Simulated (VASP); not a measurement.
A run of VASP 6.6.1 is set up as follows.

Contents of INCAR:

```
SYSTEM = Te
ALGO = Normal
EDIFF = 1E-7
ENCUT = 520
GGA = PS
ISIF = 2
ISMEAR = -1
LASPH = .True.
LCHARG = .True.
LELF = .True.
LREAL = .False.
LVHAR = .True.
LWAVE = .False.
NBANDS = 16
NELM = 100
PREC = Accurate
SIGMA = 0.02
```

KPOINTS

```
k-points
0
Gamma
  6 6 4
  0 0 0
```

POSCAR

```
Te
1.0
    4.3220135502      0.0000000000      0.0000000000
   -2.1610067751      3.7429735300      0.0000000000
    0.0000000000      0.0000000000      5.9640681997
Te
3
Direct
    0.2819631666      0.0000000000      0.3333333333
    0.0000000000      0.2819631666      0.6666666667
    0.7180368334      0.7180368334      0.0000000000
```

Potentials or basis: VASP PAW PBE potentials, release 64 (Te).

Run with:

```bash
$ cat potpaw_PBE.64/Te/POTCAR > POTCAR
$ mpirun -np 1 vasp_std > vasp.out
```

Q: Predict the band gap on the k mesh.

A: Zero (filled and empty bands touch).

Q: Estimate the pressure.

A: 0.1 GPa.

Q: What does it give for the largest force?

A: 0.014 eV/Å.

Forces in eV/Å, atoms in the order of the input:
```
Te   0.014  0.000  0.000
Te  -0.007  0.012  0.000
Te  -0.007 -0.012  0.000
```

Caveat: the PAW data sets were made with another functional, which shifts forces and pressure a little; spin-orbit coupling is left out, which moves the levels of the heavy elements.
